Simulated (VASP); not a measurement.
Write the native input for VASP 6.6.1 that does the following.

```
Task                   : electric field gradients
Functional             : PBE
Potentials or basis    : VASP PAW PBE potentials, release 64 (Ag, Cl)
Cutoff                 : 520 eV
k mesh                 : 8 × 8 × 8
Occupations            : fermi-dirac, width 0.02 eV
Spin                   : no spin polarisation
Dipole correction      : no
Further INCAR settings : ALGO = Normal; EDIFF = 1e-08; NBANDS = 16
```

The structure of AgCl lies in POSCAR:

```
AgCl
1.0
    0.0277315000      2.7870157500      2.7870157500
    2.7870157500      0.0277315000      2.7870157500
    2.7870157500      2.7870157500      0.0277315000
Ag Cl
1 1
Direct
    0.5000000000      0.5000000000      0.5000000000
    0.0000000000      0.0000000000      0.0000000000
```

This cell differs from its parent crystal: equal xy, yz and zx shear strains of +1 %.

The input as run:

INCAR

```
SYSTEM = AgCl
ALGO     = Normal         ! electronic algorithm
EDIFF    = 1E-8           ! SCF threshold, eV
ENCUT    = 520            ! plane-wave cutoff, eV
GGA      = PE             ! functional
ISIF     = 2              ! what is computed and relaxed
ISMEAR   = -1             ! smearing method
LASPH    = .TRUE.         ! aspherical terms in the spheres
LCHARG   = .FALSE.        ! write CHGCAR
LEFG     = .TRUE.       
LREAL    = .FALSE.        ! projectors in reciprocal space
LWAVE    = .FALSE.        ! write WAVECAR
NBANDS   = 16             ! bands
NELM     = 80             ! most SCF steps
PREC     = Accurate       ! precision mode
SIGMA    = 0.02           ! smearing width, eV
```

KPOINTS

```
k-points
0
G
  8 8 8
  0 0 0
```

Potentials or basis: VASP PAW PBE potentials, release 64 (Ag, Cl).

Command:

```console
$ cat potpaw_PBE.64/Ag/POTCAR potpaw_PBE.64/Cl/POTCAR > POTCAR
$ mpirun -np 1 vasp_std > vasp.out
```

Results of the run:

```json
{"Pressure": "1.5 GPa", "Band gap on the k mesh": "0.89 eV, indirect (least direct gap 3.17 eV)"}
```

Caveat: the cell differs from its parent crystal (equal xy, yz and zx shear strains of +1 %); without QUAD_EFG the Cq values of the log hold for a quadrupole moment of 1 mb, not for the nuclei.

Wall time 55 s on 1 thread of Intel(R) Xeon(R) Platinum 8175M CPU @ 2.50GHz (Skylake/Cascade Lake), on a shared host, peak memory 0.19 GiB.
